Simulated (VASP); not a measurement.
# Fe (Im-3m) in VASP: notebook

The runs below take Fe through single point, with PBE, BLYP+D4, PBEsol+D3(BJ).

All numbers are computed with VASP 6.6.1; they aren't measurements. Logs are shortened: lines on timing, memory, paths and dates and some standing lists are left out, and cuts for length are marked.

### Step 1. The cell of the first run

The structure is cubic, space group Im-3m (No. 229). The conventional cell has a = 2.886 Å, b = 2.886 Å, c = 2.886 Å, α = 90.00°, β = 90.00°, γ = 90.00°. Fe (site symmetry m-3m) has 14 Fe at 2.50 to 2.89 Å within 3.3 Å.

### Step 2. Single point, PBE, collinear spin, ferromagnetic start

The input, INCAR:

```
  PREC = Accurate
  ENCUT = 690
  EDIFF = 1E-6
  ISMEAR = 0
  SIGMA = 0.013000000000000001
  LREAL = False
  LASPH = True
  NELM = 200
  ALGO = Normal
  ISIF = 2
  LWAVE = False
  LCHARG = True
  ISPIN = 2
  MAGMOM = 3
  LORBIT = 11
  LMAXMIX = 4
  GGA = PE
  LELF = True
  LVHAR = True
  NBANDS = 18
  GGA_COMPAT = False
```

The input, KPOINTS:

```
regular mesh
0
Gamma
  13 13 13
```

The input, POSCAR:

```
Fe
1.0
   -1.4430000000      1.4430000000      1.4430000000
    1.4430000000     -1.4430000000      1.4430000000
    1.4430000000      1.4430000000     -1.4430000000
Fe
1
Direct
    0.0000000000      0.0000000000      0.0000000000
```

Potentials or basis: VASP PAW PBE potentials, release 64 (Fe_sv).

The run is started by

```bash
cat potpaw_PBE.64/Fe_sv/POTCAR > POTCAR
mpirun -np 1 vasp_std > vasp.out
```

OUTCAR:

```text
PREC = Accurate
   ENCUT = 690
   EDIFF = 1E-6
   ISMEAR = 0
   LREAL = False
   LASPH = True
   NELM = 200
   ISIF = 2
   ISPIN = 2
   LORBIT = 11
   GGA = PE

 ion  position               nearest neighbor table
   1  0.000  0.000  0.000-

  LATTYP: Found a body centered cubic cell.
 ALAT       =     2.8860000000

  Lattice vectors:

 A1 = (  -1.4430000000,   1.4430000000,   1.4430000000)
 A2 = (   1.4430000000,  -1.4430000000,   1.4430000000)
 A3 = (   1.4430000000,   1.4430000000,  -1.4430000000)

Analysis of symmetry for initial positions (statically):
=====================================================================
 Subroutine PRICEL returns:
 Original cell was already a primitive cell.

 Routine SETGRP: Setting up the symmetry group for a
 body centered cubic supercell.

 Subroutine GETGRP returns: Found 48 space group operations
 (whereof 48 operations were pure point group operations)
 out of a pool of 48 trial point group operations.

The static configuration has the point symmetry O_h .

Analysis of symmetry for dynamics (positions and initial velocities):
=====================================================================
 Subroutine PRICEL returns:
 Original cell was already a primitive cell.

 Routine SETGRP: Setting up the symmetry group for a
 body centered cubic supercell.

 Subroutine GETGRP returns: Found 48 space group operations
 (whereof 48 operations were pure point group operations)
 out of a pool of 48 trial point group operations.

The dynamic configuration has the point symmetry O_h .

Analysis of structural, dynamic, and magnetic symmetry:
=====================================================================
 Subroutine PRICEL returns:
 Original cell was already a primitive cell.

 Routine SETGRP: Setting up the symmetry group for a
 body centered cubic supercell.

 Subroutine GETGRP returns: Found 48 space group operations
 (whereof 48 operations were pure point group operations)
 out of a pool of 48 trial point group operations.

The overall configuration has the point symmetry O_h .

 Subroutine INISYM returns: Found 48 space group operations
 (whereof 48 operations are pure point group operations),
 and found     1 'primitive' translations

----------------------------------------------------------------------------------------

                                     Primitive cell

  volume of cell :      12.0187

  direct lattice vectors                    reciprocal lattice vectors
    -1.443000000  1.443000000  1.443000000     0.000000000  0.346500347  0.346500347
     1.443000000 -1.443000000  1.443000000     0.346500347  0.000000000  0.346500347
     1.443000000  1.443000000 -1.443000000     0.346500347  0.346500347  0.000000000

  length of vectors
     2.499349315  2.499349315  2.499349315     0.490025489  0.490025489  0.490025489

  position of ions in fractional coordinates (direct lattice)
     0.000000000  0.000000000  0.000000000

  ion indices of the primitive-cell ions
   primitive index   ion index
                 1           1

----------------------------------------------------------------------------------------

 KPOINTS: regular mesh

Automatic generation of k-mesh.
 Grid dimensions read from file:
 generate k-points for:   13   13   13

 Generating k-lattice:

  Cartesian coordinates                     Fractional coordinates (reciprocal lattice)
     0.000000000  0.026653873  0.026653873     0.076923077  0.000000000  0.000000000
     0.026653873  0.000000000  0.026653873     0.000000000  0.076923077  0.000000000
     0.026653873  0.026653873  0.000000000     0.000000000  0.000000000  0.076923077

  Length of vectors
     0.037694268  0.037694268  0.037694268

  Shift w.r.t. Gamma in fractional coordinates (k-lattice)
     0.000000000  0.000000000  0.000000000

 Subroutine IBZKPT returns following result:
 ===========================================

 Found     84 irreducible k-points:

 Following reciprocal coordinates:
            Coordinates               Weight
  0.000000  0.000000  0.000000      1.000000
  0.076923  0.000000  0.000000     12.000000
  0.153846  0.000000  0.000000     12.000000
  0.230769  0.000000  0.000000     12.000000
  0.307692  0.000000  0.000000     12.000000
  0.384615  0.000000  0.000000     12.000000
[... 16 lines left out ...]
  0.153846  0.076923  0.076923     24.000000
  0.230769  0.076923  0.076923     24.000000
 [... further k-points ...]
   k-points           NKPTS =     84   k-points in BZ     NKDIM =     84   number of bands    NBANDS=     18
   number of dos      NEDOS =    301   number of ions     NIONS =      1
   total plane-waves  NPLWV =  13824
   dimension x,y,z NGX =    24 NGY =   24 NGZ =   24
   dimension x,y,z NGXF=    48 NGYF=   48 NGZF=   48
   ions per type =               1
   NGX,Y,Z   is equivalent  to a cutoff of  15.96, 15.96, 15.96 a.u.
   NGXF,Y,Z  is equivalent  to a cutoff of  31.93, 31.93, 31.93 a.u.
 SYSTEM =  unknown system
   PREC   = accura    normal or accurate (medium, high low for compatibility)
   ISTART =      0    job   : 0-new  1-cont  2-samecut
   ICHARG =      2    charge: 1-file 2-atom 10-const
   ISPIN  =      2    spin polarized calculation?
   LNONCOLLINEAR =      F non collinear calculations
   LSORBIT =      F    spin-orbit coupling
   LASPH  =      T    aspherical Exc in radial PAW
   ENCUT  =  690.0 eV  50.71 Ry    7.12 a.u.   5.35  5.35  5.35*2*pi/ulx,y,z
   NELM   =    200;   NELMIN=  2; NELMDL= -5     # of ELM steps
   EDIFF  = 0.1E-05   stopping-criterion for ELM
   LREAL  =      F    real-space projection
[... 7 lines left out ...]
   TEBEG  =    0.0;   TEEND  =   0.0 temperature during run
   PSTRESS=    0.0 pullay stress
   NELECT =      16.0000    total number of electrons
   NUPDOWN=      -1.0000    fix difference up-down
   EMIN   =  10.00;   EMAX   =-10.00  energy-range for DOS
   EFERMI =   0.00;   METHOD = LEGACY
   ISMEAR =     0;   SIGMA  =   0.01  broadening in eV -4-tet -1-fermi 0-gaus
   EFERMI_NEDOS =   21; number of points for ismear=-14 and -15
   IALGO  =     38    algorithm
   IMIX   =      4    mixing-type and parameters
     AMIX     =   0.40;   BMIX     =  1.00
     AMIX_MAG =   1.60;   BMIX_MAG =  1.00
  volume/ion in A,a.u.               =      12.02        81.11
  Fermi-wavevector in a.u.,A,eV,Ry     =   1.800923  3.403251 44.128101  3.243324
  Thomas-Fermi vector in A             =   2.861551
   LORBIT       =     11    0 simple, 1 ext, 2 COOP (PROOUT), +10 PAW based schemes
   GGA     = PE    functional components
   LHFCALC =     F    Hartree Fock is set to
   AEXX    =    0.0000 exact exchange contribution
   IVDW    =     0    specifies the selected vdW correction
   LEPSILON=     F    determine dielectric tensor
   LRPA    =     F    only Hartree local field effects (RPA)
 spin polarized calculation
 Gauss-broadening in eV      SIGMA  =   0.01
  energy-cutoff  :      690.00
  volume of cell :       12.02
 maximum number of plane-waves:       531
 NGX is ok and might be reduce to    24
   NGX = 11   NGY = 11   NGZ = 11

 number of electron      15.9999991 magnetization       2.2553262

 Free energy of the ion-electron system (eV)
  ---------------------------------------------------
  ext. energy  EPLUGINS =         0.00000000
  ---------------------------------------------------
  free energy    TOTEN  =        -8.33052673 eV

  energy without entropy =       -8.33039415  energy(sigma->0) =       -8.33046044

 E-fermi :  11.1779     XC(G=0): -13.3755

 val. band max:       11.1670521987   @ k =  -0.4615  -0.4615   0.3846
 cond. band min:      11.1791798159   @ k =   0.3077   0.0769  -0.0000
 fundamental gap:      0.0121276172
 Fermi energy:        11.1778889875

 spin component 1

 k-point     1 :       0.0000    0.0000    0.0000
  band No.  band energies     occupation
      1     -76.8428      1.00000
      2     -42.6744      1.00000
      3     -42.6744      1.00000
      4     -42.6744      1.00000
      5       3.0462      1.00000
      6       9.0093      1.00000
[... 10 lines left out ...]
     17      42.1616      0.00000
     18      42.1616      0.00000

 k-point     2 :       0.0769    0.0000    0.0000
  band No.  band energies     occupation
      1     -76.8392      1.00000
      2     -42.6936      1.00000
      3     -42.6807      1.00000
      4     -42.6739      1.00000
      5       3.2796      1.00000
      6       8.9483      1.00000
[... 10 lines left out ...]
     17      41.2742      0.00000
     18      42.7679      0.00000
[... 442 lines left out ...]
 k-point    24 :       0.2308    0.0769    0.0769
  band No.  band energies     occupation
      1     -76.7981      1.00000
      2     -42.9133      1.00000
      3     -42.7487      1.00000
      4     -42.6906      1.00000
      5       6.3536      1.00000
      6       8.2445      1.00000
[... 10 lines left out ...]
     17      44.6078      0.00000
     18      47.9113      0.00000

 [... further k-points ...]

 spin component 2

 k-point     1 :       0.0000    0.0000    0.0000
  band No.  band energies     occupation
      1     -74.1110      1.00000
      2     -39.9920      1.00000
      3     -39.9920      1.00000
      4     -39.9920      1.00000
      5       3.1815      1.00000
      6      10.9916      1.00000
[... 10 lines left out ...]
     17      42.8543      0.00000
     18      42.8543      0.00000

 k-point     2 :       0.0769    0.0000    0.0000
  band No.  band energies     occupation
      1     -74.1071      1.00000
      2     -40.0136      1.00000
      3     -39.9990      1.00000
      4     -39.9915      1.00000
      5       3.4161      1.00000
      6      10.9165      1.00000
[... 10 lines left out ...]
     17      41.5052      0.00000
     18      43.3836      0.00000
[... 442 lines left out ...]
 k-point    24 :       0.2308    0.0769    0.0769
  band No.  band energies     occupation
      1     -74.0620      1.00000
      2     -40.2594      1.00000
      3     -40.0746      1.00000
      4     -40.0104      1.00000
      5       6.7682      1.00000
      6      10.0435      1.00000
[... 10 lines left out ...]
     17      44.9002      0.00000
     18      48.3996      0.00000

 [... further k-points ...]
[... 5 lines left out ...]
  --------------------------------------------------------------------------------------
  -------------------------------------------------------------------------------------
  Total       -0.8202919     -0.8202919     -0.8202919      0.0000000     -0.0000000     -0.0000000
  in kB     -109.3503039   -109.3503039   -109.3503039      0.0000000     -0.0000000     -0.0000000
  external PRESSURE =    -109.3503039 kB  Pullay stress =       0.0000000 kB

 VOLUME and BASIS-vectors are now :
 -----------------------------------------------------------------------------
  energy-cutoff  :      690.00
  volume of cell :       12.02
      direct lattice vectors                 reciprocal lattice vectors
    -1.443000000  1.443000000  1.443000000     0.000000000  0.346500347  0.346500347
     1.443000000 -1.443000000  1.443000000     0.346500347  0.000000000  0.346500347
     1.443000000  1.443000000 -1.443000000     0.346500347  0.346500347  0.000000000

 POSITION                                       TOTAL-FORCE (eV/Angst)
 -----------------------------------------------------------------------------------
      0.00000      0.00000      0.00000         0.000000      0.000000     -0.000000
 -----------------------------------------------------------------------------------
    total drift:                               -0.000000      0.000000      0.000000

  FREE ENERGIE OF THE ION-ELECTRON SYSTEM (eV)
  ---------------------------------------------------
  free  energy   TOTEN  =        -8.3305267276 eV

  energy  without entropy=       -8.3303941546  energy(sigma->0) =       -8.33046044

 total charge

# of ion       s       p       d       tot
------------------------------------------
    1        2.178   6.028   5.510  13.715

 magnetization (x)

# of ion       s       p       d       tot
------------------------------------------
    1       -0.001  -0.008   2.281   2.272
```

It took 33 s on 1 thread of AMD EPYC 9R45 (Zen 5), shared host; peak memory 0.14 GiB.

Results:

```yaml
Free_energy: -8.3305 eV
Pressure: -10.9 GPa
Net_moment: 2.26 μB per cell
Site_moments: Fe +2.27 μB
Valence_electrons_inside_the_program's_atomic_spheres: Fe 13.71
```

Levels at points of the mesh, in eV from the Fermi level:
Spin up:
```
           k point  band 7  band 8  band 9  band 10  band 11  band 12
(0.00, 0.00, 0.00)   -2.17   -2.17   -1.06    -1.06    24.00    24.00
```
Spin down:
| k point | band 3 | band 4 | band 5 | band 6 | band 7 | band 8 | band 9 | band 10 | band 11 | band 12 |
| --- | --- | --- | --- | --- | --- | --- | --- | --- | --- | --- |
| (0.00, 0.00, 0.00) | -51.17 | -51.17 | -8.00 | -0.19 | -0.19 | -0.19 | 1.77 | 1.77 | 23.72 | 23.72 |

Caveat: the cell stands under tension.

### Step 3. Single point, BLYP+D4, collinear spin, ferromagnetic start

This run uses another cell than the first one, of 11.78 Å³/atom.

The input, INCAR:

```
SYSTEM = Fe
AGGAC    = 1.0          
AGGAX    = 1.0          
ALDAC    = 0.0          
ALDAX    = 1.0          
ALGO     = Normal         ! electronic algorithm
EDIFF    = 1E-6           ! SCF threshold, eV
ENCUT    = 690            ! plane-wave cutoff, eV
GGA      = B5             ! functional
GGA_COMPAT= .FALSE.      
ISIF     = 2              ! what is computed and relaxed
ISMEAR   = -1             ! smearing method
ISPIN    = 2              ! spin polarisation
IVDW     = 13             ! dispersion correction
LASPH    = .TRUE.         ! aspherical terms in the spheres
LCHARG   = .FALSE.        ! write CHGCAR
LMAXMIX  = 4              ! l up to which the mixer works
LORBIT   = 11             ! projections on sites
LREAL    = .FALSE.        ! projectors in reciprocal space
LWAVE    = .FALSE.        ! write WAVECAR
MAGMOM   = 3              ! initial moments
NBANDS   = 18             ! bands
NELM     = 200            ! most SCF steps
PREC     = Accurate       ! precision mode
SIGMA    = 0.05           ! smearing width, eV
VDW_A1   = 0.44488865   
VDW_A2   = 4.0933009    
VDW_S6   = 1.0          
VDW_S8   = 2.34076671
```

The input, KPOINTS:

```
k-points
0
G
  13 13 13
  0 0 0
```

The input, POSCAR:

```
Fe
1.0
   -1.4333151444      1.4333151444      1.4333151444
    1.4333151444     -1.4333151444      1.4333151444
    1.4333151444      1.4333151444     -1.4333151444
Fe
1
Direct
    0.0000000000      0.0000000000      0.0000000000
```

Potentials or basis: VASP PAW PBE potentials, release 64 (Fe_sv).

The run is started by

```bash
cat potpaw_PBE.64/Fe_sv/POTCAR > POTCAR
mpirun -np 1 vasp_std > vasp.out
```

Run time: 22 s. Hardware: 1 thread of Intel Xeon 6975P-C (Granite Rapids), shared host; peak memory 0.16 GiB.

It converged, with:

```
Free energy                                           : -7.9320 eV
Pressure                                              : -9.6 GPa
Net moment                                            : 2.15 μB per cell
Site moments                                          : Fe +2.16 μB
Valence electrons inside the program's atomic spheres : Fe 13.77
Dispersion energy per atom                            : -0.653 eV
```

Levels at points of the mesh, in eV from the Fermi level:
Spin up:
```
           k point  band 7  band 8  band 9  band 10  band 11  band 12
(0.00, 0.00, 0.00)   -2.21   -2.21   -1.06    -1.06    24.43    24.43
```
Spin down:
```tsv
k point	band 5	band 6	band 7	band 8	band 9	band 10
(0.00, 0.00, 0.00)	-7.95	-0.42	-0.42	-0.42	1.61	1.61
```

Caveat: the cell stands under tension; the PAW data sets were made with another functional, which shifts forces and pressure a little.

(Continued in part 2 of 2.)
